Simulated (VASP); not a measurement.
Write the native input for VASP 6.6.1 that does the following.

```yaml
Task: single point
Functional: PBEsol
Potentials_or_basis: VASP PAW PBE potentials, release 64 (Ca_sv, S, Ni)
Cutoff: 520 eV
k_mesh: 2 × 1 × 2
Occupations: gaussian, width 0.01 eV
Spin: collinear spin, ferromagnetic start
Starting_moments: "[0.0, 0.0, 0.0, 0.0, 0.0, 0.0, 0.01, 0.03, 0.04, 0.0, 0.05, 0.0, 0.0, 0.0, 0.05, 1.93] μB"
Hubbard_terms: Ni d U = 6.2 eV
Dipole_correction: no
Further_INCAR_settings: LREAL = Auto; ALGO = Normal; EDIFF = 1e-06; NBANDS = 82; ISYM = 0
```

The structure of Ca7NiS8 (a cell with a defect) lies in POSCAR:

```
Ca7NiS8
1.0
    5.6860000000      0.0000000000      0.0000000000
    0.0000000000     11.3720000000      0.0000000000
    0.0000000000      0.0000000000      5.6860000000
Ca S Ni
7 8 1
Direct
    0.0052967200      0.9987385800      0.0033019300
    0.0019783800      0.5012016400      0.9913296300
    0.9932787300      0.2532701200      0.5009214700
    0.0005232600      0.7502530700      0.4980224500
    0.5054993900      0.0007644300      0.5100528500
    0.5074335100      0.4956409300      0.4990010700
    0.5162658500      0.2510591400      0.9977985600
    0.5012372400      0.0045836500      0.9984467300
    0.4970953500      0.5073970200      0.9932189700
    0.5003499800      0.2506277300      0.5025815700
    0.4894463900      0.7495108000      0.5062025300
    0.9995014800      0.9987073100      0.5054457100
    0.9852604700      0.5026085600      0.5016805400
    0.0131550100      0.2565175500      0.9956207500
    0.9941526800      0.7506626200      0.0069948600
    0.5077602400      0.7452301600      0.0031623300
```

The input as run:

INCAR

```
SYSTEM = Ca7NiS8
PREC = Accurate
ENCUT = 520
EDIFF = 1E-6
ISMEAR = 0
SIGMA = 0.01
LREAL = Auto
LASPH = .TRUE.
NELM = 150
ALGO = Normal
ISIF = 2
LWAVE = .FALSE.
LCHARG = .FALSE.
ISPIN = 2
MAGMOM = 0 0 0 0 0 0 0.01 0.03 0.04 0 0.05 0 0 0 0.05 1.93
LORBIT = 11
LMAXMIX = 4
LDAU = .TRUE.
LDAUTYPE = 2
LDAUL = -1 -1 2
LDAUU = 0 0 6.2
LDAUJ = 0 0 0
LDAUPRINT = 1
GGA = PS
ISYM = 0
NBANDS = 82
```

KPOINTS

```
Automatic mesh
0
G
  2 1 2
  0 0 0
```

Potentials or basis: VASP PAW PBE potentials, release 64 (Ca_sv, S, Ni).

Command:

```bash
$ cat potpaw_PBE.64/Ca_sv/POTCAR potpaw_PBE.64/S/POTCAR potpaw_PBE.64/Ni/POTCAR > POTCAR
$ mpirun -np 1 vasp_std > vasp.out
```

It gave:

```json
{
  "Pressure": "-2.8 GPa",
  "Largest force": "0.643 eV/Å",
  "Band gap on the k mesh": "0.92 eV",
  "Net moment": "2.00 μB per cell",
  "Site moments": "Ca -0.00, +0.01 (each value once); S +0.02, +0.03, +0.00, +0.04, -0.00 (each value once); Ni +1.77 μB",
  "Valence electrons inside the program's atomic spheres": "Ca 8.12, 8.13 (each value once); S 3.74, 3.73, 3.77, 3.71, 3.76 (each value once); Ni 8.51"
}
```

Caveat: the k points lie up to 0.55 Å⁻¹ apart; the PAW data sets were made with another functional, which shifts forces and pressure a little.

It took 21 min on 1 thread of Intel Xeon 8259CL (shared host), peak memory 0.61 GiB.
